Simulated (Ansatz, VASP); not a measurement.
**One calculation of WS2, two programs**

```xyz
12
Lattice="3.1831 0.0000 0.0000 -1.5916 2.7567 0.0000 0.0000 0.0000 35.1806" Properties=species:S:1:pos:R:3 pbc="T T T"
W     0.0000    1.8378   20.8380
W     0.0000    1.8378    7.8593
W     1.5916    0.9189   27.3212
W     1.5916    0.9189   14.3425
S     0.0000    1.8378   28.8885
S     0.0000    1.8378   15.9024
S     1.5916    0.9189   22.3967
S     1.5916    0.9189    9.4193
S     0.0000    1.8378   25.7613
S     0.0000    1.8378   12.7839
S     1.5916    0.9189   19.2781
S     1.5916    0.9189    6.2921
```

Alike in both runs: functional LDA; k mesh 10 × 10 × 1; occupations fermi-dirac, width 0.05 eV; no spin polarisation.

```csv
,VASP,Ansatz
version,VASP 6.6.1,Ansatz 0.2.0
potentials or method,"VASP PAW LDA potentials, release 64 (W_sv, S)",Ansatz PAW
plane-wave cutoff (eV),520,420
valence electrons in the cell,104,104
task,single point,band structure
```

|  | VASP | Ansatz | Ansatz less VASP |
| --- | --- | --- | --- |
| gap on the k mesh at the Fermi level (eV) | 1.36 | 1.35 | -0.009 |
| least direct gap on the mesh (eV) | 2.09 | 2.08 | -0.009 |
| rms of the force components (eV/Å) | 0.163 | 0.184 | +0.0202 |

LDA's correlation is that of Perdew and Zunger in VASP and of Perdew and Wang (1992) in Ansatz. Atom by atom the forces differ by 0.021 eV/Å (rms over components).

Spin-orbit coupling is off throughout. Noted on Ansatz's run: the k mesh misses the band edges, so the gap on the mesh is wider than the one along the path.
